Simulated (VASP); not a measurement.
Set up this calculation in VASP 6.6.1, as the native input.

- Task: single point
- Functional: BLYP
- Potentials or basis: VASP PAW PBE potentials, release 64 (Tl_d)
- Cutoff: 520 eV
- k mesh: 16 × 16 × 9
- Occupations: fermi-dirac, width 0.1 eV
- Spin: no spin polarisation
- Dipole correction: no
- Further INCAR settings: ALGO = Normal; EDIFF = 1e-06; NBANDS = 20

The structure of Tl lies in POSCAR:

```
Tl
1.0
    3.6747044140      0.0000000000      0.0000000000
   -1.8373522070      3.1823873739      0.0000000000
    0.0000000000      0.0000000000      5.6028607031
Tl
2
Direct
    0.3333333333      0.6666666667      0.2500000000
    0.6666666667      0.3333333333      0.7500000000
```

These files were run (other wordings do the same):

INCAR

```
SYSTEM = Tl
  AGGAC = 1.0
  AGGAX = 1.0
  ALDAC = 0.0
  ALDAX = 1.0
  ALGO = Normal
  EDIFF = 1E-6
  ENCUT = 520
  GGA = B5
  ISIF = 2
  ISMEAR = -1
  LASPH = .True.
  LCHARG = .True.
  LELF = .True.
  LREAL = .False.
  LVHAR = .True.
  LWAVE = .False.
  NBANDS = 20
  NELM = 80
  PREC = Accurate
  SIGMA = 0.1
```

KPOINTS

```
k-points
0
Gamma
  16 16 9
  0 0 0
```

Potentials or basis: VASP PAW PBE potentials, release 64 (Tl_d).

Launch:

```console
$ cat potpaw_PBE.64/Tl_d/POTCAR > POTCAR
$ mpirun -np 1 vasp_std > vasp.out
```

It gave:

The pressure is 1.9 GPa. The band gap on the k mesh is zero (bands 13 and 14 overlap by 4.22 eV).

Caveat: the PAW data sets were made with another functional, which shifts forces and pressure a little; spin-orbit coupling is left out, which moves the levels of the heavy elements.

It took 3.2 min on 1 thread of Intel Xeon 8259CL, on a shared host, peak memory 0.29 GiB.
